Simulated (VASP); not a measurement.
A run of VASP 6.6.1 is set up as follows.

Contents of INCAR:

```
PREC = Accurate
ENCUT = 520
EDIFF = 1E-6
ISMEAR = 1
SIGMA = 0.1
LREAL = F
LASPH = T
NELM = 150
ALGO = Normal
ISIF = 2
LWAVE = F
LCHARG = F
ISPIN = 2
MAGMOM = 3
LORBIT = 11
LMAXMIX = 4
GGA = PS
IVDW = 12
NBANDS = 14
```

File KPOINTS:

```
regular mesh
0
Gamma
  13 13 13
```

POSCAR

```
Fe
1.0
   -1.4619890197      1.4619890197      1.4619890197
    1.4619890197     -1.4619890197      1.4619890197
    1.4619890197      1.4619890197     -1.4619890197
Fe
1
Direct
    0.0000000000      0.0000000000      0.0000000000
```

Potentials or basis: VASP PAW PBE potentials, release 64 (Fe).

The run is started by

```console
$ cat potpaw_PBE.64/Fe/POTCAR > POTCAR
$ mpirun -np 1 vasp_std > vasp.out
```

Estimate the pressure.

-24.2 GPa.

What does it give for the dispersion energy per atom?

-0.301 eV.

Caveat: the PAW data sets were made with another functional, which shifts forces and pressure a little; pairwise dispersion overbinds metals, which lowers pressure and volume.
